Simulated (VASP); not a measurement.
Wanted: the native input for a VASP 6.6.1 run.

```yaml
Task: relaxation of cell and atoms
Functional: PBE
Potentials_or_basis: VASP PAW PBE potentials, release 64 (Ta_pv, H)
Cutoff: 600 eV
k_mesh: 6 × 6 × 6
Occupations: gaussian, width 0.1 eV
Spin: no spin polarisation
Dipole_correction: no
Further_INCAR_settings: ALGO = Normal; EDIFF = 1e-06; IBRION = 2; EDIFFG = -0.01; NSW = 100; ISIF = 3
```

The structure of Ta4H3 lies in POSCAR:

```
Ta4H3
1.0
   -3.4261336389      3.4261336389      3.4261336389
    3.4261336389     -3.4261336389      3.4261336389
    3.4261336389      3.4261336389     -3.4261336389
Ta H
8 6
Direct
    0.0033599044      0.0033599044      0.0033599044
    0.5000000000      0.0000000000      0.9966400956
    0.9966400956      0.5000000000      0.0000000000
    0.0000000000      0.9966400956      0.5000000000
    0.0000000000      0.4966400956      0.5000000000
    0.5000000000      0.0000000000      0.4966400956
    0.4966400956      0.5000000000      0.0000000000
    0.5033599044      0.5033599044      0.5033599044
    0.1250000000      0.7500000000      0.8750000000
    0.7500000000      0.8750000000      0.1250000000
    0.8750000000      0.1250000000      0.7500000000
    0.6250000000      0.3750000000      0.2500000000
    0.2500000000      0.6250000000      0.3750000000
    0.3750000000      0.2500000000      0.6250000000
```

One way to write it, as run:

INCAR

```
SYSTEM = Ta4H3
ALGO = Normal
EDIFF = 1E-6
EDIFFG = -0.01
ENCUT = 600
GGA = PE
IBRION = 2
ISIF = 3
ISMEAR = 0
LASPH = .TRUE.
LCHARG = .FALSE.
LREAL = .FALSE.
LWAVE = .FALSE.
NELM = 100
NSW = 100
PREC = Accurate
SIGMA = 0.1
```

KPOINTS

```
k-points
0
G
  6 6 6
  0 0 0
```

Potentials or basis: VASP PAW PBE potentials, release 64 (Ta_pv, H).

Command:

```bash
$ cat potpaw_PBE.64/Ta_pv/POTCAR potpaw_PBE.64/H/POTCAR > POTCAR
$ mpirun -np 1 vasp_std > vasp.out
```

It gave:

```yaml
Relaxed_volume: 11.52 Å³/atom
Relaxed_cell: a = 5.939 Å, b = 5.939 Å, c = 5.939 Å, α = 109.47°, β = 109.47°, γ = 109.47°
Space_group_after_relaxing_to_0.1_Å: I-43d (No. 220)
Energy_gained_by_relaxing: 0.1 meV/atom
Ionic_steps: 5
Pressure_after_relaxing: 0.0 GPa
Band_gap_on_the_k_mesh: zero (bands 47 and 48 overlap by 1.53 eV)
```

Caveat: spin-orbit coupling is left out, which moves the levels of the heavy elements.

Run time: 14 min on 1 thread of Intel Xeon 8259CL, on a shared host, peak memory 0.41 GiB.
